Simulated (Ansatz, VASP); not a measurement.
**One calculation of MgO, two programs**

INCAR

```
SYSTEM = MgO
PREC = Accurate
ENCUT = 520
EDIFF = 1E-6
ISMEAR = 0
SIGMA = 0.01
LREAL = .False.
LASPH = .True.
NELM = 60
ALGO = Normal
ISIF = 2
LWAVE = .False.
LCHARG = .False.
GGA = PS
NBANDS = 11
```

File KPOINTS:

```
Automatic mesh
0
Gamma
  10 10 10
  0 0 0
```

File POSCAR:

```
MgO
1.0
    0.0000000000      2.0966044251      2.0966044251
    2.0966044251      0.0000000000      2.0966044251
    2.0966044251      2.0966044251      0.0000000000
Mg O
1 1
Direct
    0.0000000000      0.0000000000      0.0000000000
    0.5000000000      0.5000000000      0.5000000000
```

Input for Ansatz:

```yaml
crystal:
  lattice:
    - [0.0, 2.09660442508, 2.09660442508]
    - [2.09660442508, 0.0, 2.09660442508]
    - [2.09660442508, 2.09660442508, 0.0]
  atoms:
    - { symbol: Mg, position: [0.0, 0.0, 0.0] }
    - { symbol: O, position: [0.5, 0.5, 0.5] }
kpoints:
  mp_grid: { grid: [10, 10, 10] }
scf:
  occupations: { method: fixed }
  convergence: { dr2_threshold: 1.0e-10 }
hamiltonian:
  xc: pbesol
  pseudopotentials: { kind: all_electron, lapw: { basis_error: 0.0005 } }
output:
  forces: true
  stress: true
  eigenstates:
    kpoints:
      - [0.0, 0.0, 0.0]
      - [-0.5, 0.0, -0.5]
      - [0.0, -0.5, -0.5]
      - [-0.5, -0.5, 0.0]
      - [-0.5, 0.0, 0.0]
      - [0.0, -0.5, 0.0]
      - [0.0, 0.0, -0.5]
      - [-0.5, -0.5, -0.5]
  eigenvalues: true
```

Alike in both runs: task single point; functional PBEsol; k mesh 10 × 10 × 10; no spin polarisation.

```csv
,VASP,Ansatz
version,VASP 6.6.1,Ansatz 0.2.0
potentials or method,"VASP PAW PBE potentials, release 64 (Mg, O), cutoff 520 eV","all-electron LAPW, scalar-relativistic"
occupations,"gaussian, width 0.01 eV",fixed
```

|  | VASP | Ansatz | Ansatz less VASP |
| --- | --- | --- | --- |
| gap on the k mesh at the Fermi level (eV) | 4.77 | 4.77 | +0.001 |
| pressure (GPa) | 1.9 | 2.5 | +0.57 |

VASP's potentials were made for PBE, not for PBEsol. Ansatz ran all-electron here, and VASP with PAW potentials.
